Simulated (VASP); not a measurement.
# CdHg2Se3: single point with PBE

Crystal: CdHg2Se3.

```
CELL_PARAMETERS angstrom
3.67626 -2.36645 0.00534
3.67626 2.36645 0.00534
-1.00062 0.00000 10.01376
ATOMIC_POSITIONS crystal
Cd 0.36268 0.63732 0.00000
Hg 0.99615 0.28203 0.67063
Hg 0.71797 0.00385 0.32937
Se 0.51102 0.48898 0.50000
Se 0.94663 0.53445 0.15408
Se 0.46555 0.05337 0.84592
```

- Program: VASP 6.6.1
- Task: single point
- Functional: PBE
- Potentials or basis: VASP PAW PBE potentials, release 64 (Cd, Hg, Se)
- Cutoff: 520 eV
- k mesh: 8 × 8 × 4
- Occupations: gaussian, width 0.02 eV
- Spin: no spin polarisation

- Pressure: 0.3 GPa
- Largest force: 0.088 eV/Å
- Band gap on the k mesh: 0.95 eV (least direct gap 0.98 eV)

Forces on the atoms (eV/Å):
```
Cd   0.000  0.005  0.000
Hg   0.006 -0.001 -0.004
Hg  -0.006 -0.001  0.004
Se   0.000  0.088  0.000
Se  -0.018 -0.046 -0.026
Se   0.018 -0.046  0.026
```

Stress tensor (GPa, compression positive):
```
0.17 0.00 0.12
0.00 0.36 0.00
0.12 0.00 0.36
```

Levels at points of the mesh, in eV from the valence-band top:
| k point | band 24 | band 25 | band 26 | band 27 | band 28 | band 29 | band 30 | band 31 |
| --- | --- | --- | --- | --- | --- | --- | --- | --- |
| (0.00, 0.00, 0.00) | -0.89 | -0.47 | -0.30 | -0.03 | 0.95 | 2.72 | 2.92 | 3.96 |
| (0.50, 0.00, 0.00) | -1.55 | -1.22 | -0.62 | -0.45 | 1.58 | 2.54 | 2.77 | 3.56 |
| (0.50, 0.50, 0.00) | -1.92 | -1.24 | -1.18 | -0.99 | 1.76 | 2.55 | 2.62 | 3.00 |
| (0.00, 0.00, 0.50) | -0.93 | -0.46 | -0.30 | 0.00 | 1.78 | 2.00 | 2.71 | 3.93 |
| (0.50, 0.00, 0.50) | -1.52 | -1.17 | -0.64 | -0.45 | 1.68 | 2.45 | 3.22 | 3.40 |
| (0.50, 0.50, 0.50) | -1.89 | -1.88 | -1.17 | -0.76 | 1.84 | 2.50 | 2.54 | 3.72 |

Wall time 15 min on 1 thread of Oxide Virtual Turin-like Processor, with other jobs on the host, peak memory 0.58 GiB.

Caveat: spin-orbit coupling is left out, which moves the levels of the heavy elements. A k mesh can miss the band edges.
